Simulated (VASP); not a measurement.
Set up this calculation in VASP 6.6.1, as the native input.

* Task: electric field gradients
* Functional: LDA
* Potentials or basis: VASP PAW LDA potentials, release 64 (Ti_sv, O)
* Cutoff: 520 eV
* k mesh: 7 × 7 × 10
* Occupations: fermi-dirac, width 0.05 eV
* Spin: no spin polarisation
* Dipole correction: no
* Further INCAR settings: ALGO = Normal; EDIFF = 1e-08; NBANDS = 33

The structure of TiO2 lies in POSCAR:

```
TiO2
1.0
    4.6858800000      0.0000000000      0.0000000000
    0.0000000000      4.6858800000      0.0000000000
    0.0000000000      0.0000000000      2.9590000000
Ti O
2 4
Direct
    0.0000000000      0.0000000000      0.0000000000
    0.5000000000      0.5000000000      0.5000000000
    0.3060000000      0.3060000000      0.0000000000
    0.1940000000      0.8060000000      0.5000000000
    0.6940000000      0.6940000000      0.0000000000
    0.8060000000      0.1940000000      0.5000000000
```

This cell differs from its parent crystal: equal xx and yy strain of +2 %.

One way to write it, as run:

INCAR

```
SYSTEM = TiO2
  PREC = Accurate
  ENCUT = 520
  EDIFF = 1E-8
  ISMEAR = -1
  SIGMA = 0.05
  LREAL = .FALSE.
  LASPH = .TRUE.
  NELM = 60
  ALGO = Normal
  ISIF = 2
  LWAVE = .FALSE.
  LCHARG = .FALSE.
  LEFG = .TRUE.
  NBANDS = 33
```

KPOINTS

```
Automatic mesh
0
G
  7 7 10
  0 0 0
```

Potentials or basis: VASP PAW LDA potentials, release 64 (Ti_sv, O).

Launch:

```bash
$ cat potpaw_LDA.64/Ti_sv/POTCAR potpaw_LDA.64/O/POTCAR > POTCAR
$ mpirun -np 1 vasp_std > vasp.out
```

It gave:

```json
{
  "Pressure": "-14.3 GPa",
  "Largest force": "0.100 eV/Å",
  "Band gap on the k mesh": "1.78 eV",
  "Largest electric field gradient by atom": "Ti +31.1; O +22.9 V/Å²"
}
```

Caveat: the cell differs from its parent crystal (equal xx and yy strain of +2 %); the cell stands under tension; without QUAD_EFG the Cq values of the log hold for a quadrupole moment of 1 mb, not for the nuclei.

Wall time 79 s on 1 thread of Intel(R) Xeon(R) Platinum 8559C (Emerald Rapids), with other jobs on the host, peak memory 0.22 GiB.
